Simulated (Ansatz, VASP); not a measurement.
## One calculation of CsSrF3, two programs

```
CELL_PARAMETERS angstrom
4.90614 0.00000 0.00000
0.00000 4.90614 0.00000
0.00000 0.00000 4.90614
ATOMIC_POSITIONS crystal
Cs 0.00000 0.00000 0.00000
Sr 0.50000 0.50000 0.50000
F 0.00000 0.50000 0.50000
F 0.50000 0.00000 0.50000
F 0.50000 0.50000 0.00000
```

Change from the starting cell: strain +0.030 along x and y, +0.030 along z, atoms carried along.

Alike in both runs: task single point; functional LDA; k mesh 6 × 6 × 6; occupations gaussian, width 0.05 eV; no spin polarisation.

|  | VASP | Ansatz |
| --- | --- | --- |
| version | VASP 6.6.1 | Ansatz 0.2.0 |
| potentials or method | VASP PAW LDA potentials, release 64 (Cs_sv, Sr_sv, F), cutoff 520 eV | scalar-relativistic, plane waves, PAW |
| valence electrons in the cell | 40 | 40 |

```tsv
	VASP	Ansatz	Ansatz less VASP
gap on the k mesh at the Fermi level (eV)	5.62	5.64	+0.013
least direct gap on the mesh (eV)	5.70	5.72	+0.019
pressure (GPa)	-5.7	-5.8	-0.11
```

LDA's correlation is that of Perdew and Zunger in VASP and of Perdew and Wang (1992) in Ansatz.

Neither program's run includes spin-orbit coupling.
